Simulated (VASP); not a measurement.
Ga2O3: single point with PBEsol

The system is Ga2O3.

```
CELL_PARAMETERS angstrom
2.50034 1.44357 4.48268
-2.50034 1.44357 4.48268
0.00000 -2.88714 4.48268
ATOMIC_POSITIONS crystal
Ga 0.35570 0.35570 0.35570
Ga 0.14430 0.14430 0.14430
Ga 0.64430 0.64430 0.64430
Ga 0.85570 0.85570 0.85570
O 0.55280 0.94720 0.25000
O 0.25000 0.55280 0.94720
O 0.94720 0.25000 0.55280
O 0.44720 0.05280 0.75000
O 0.75000 0.44720 0.05280
O 0.05280 0.75000 0.44720
```

```
Program             : VASP 6.6.1
Task                : single point
Functional          : PBEsol
Potentials or basis : VASP PAW PBE potentials, release 64 (Ga_d, O)
Cutoff              : 520 eV
k mesh              : 6 × 6 × 6
Occupations         : gaussian, width 0.02 eV
Spin                : no spin polarisation
```

- Pressure: 0.7 GPa
- Largest force: 0.031 eV/Å
- Band gap on the k mesh: 2.70 eV (least direct gap 2.96 eV)

Forces on the atoms (eV/Å):
```
Ga   0.000  0.000  0.031
Ga   0.000  0.000 -0.031
Ga   0.000  0.000 -0.031
Ga   0.000  0.000  0.031
O    0.011  0.000  0.000
O   -0.006  0.010  0.000
O   -0.006 -0.010  0.000
O   -0.011  0.000  0.000
O    0.006 -0.010  0.000
O    0.006  0.010  0.000
```

Levels at points of the mesh, in eV from the valence-band top:
```
           k point  band 40  band 41  band 42  band 43  band 44  band 45  band 46  band 47  band 48  band 49
(0.00, 0.00, 0.00)    -0.34    -0.32    -0.32    -0.26    -0.26     2.70     6.57     6.66     8.76    10.02
(0.50, 0.00, 0.00)    -1.21    -1.00    -1.00    -0.15    -0.15     6.30     6.30     6.61     6.61     9.73
(0.50, 0.50, 0.00)    -1.04    -0.87    -0.70    -0.25    -0.15     6.45     6.66     7.46     7.62     8.59
(0.50, 0.50, 0.50)    -1.50    -0.31    -0.31    -0.31    -0.31     5.76     5.76     7.74     7.74     9.30
```

It took 4.4 min on 1 thread of Intel Xeon 8259CL (shared host), peak memory 0.31 GiB.

Caveat: the PAW data sets were made with another functional, which shifts forces and pressure a little. A k mesh can miss the band edges.
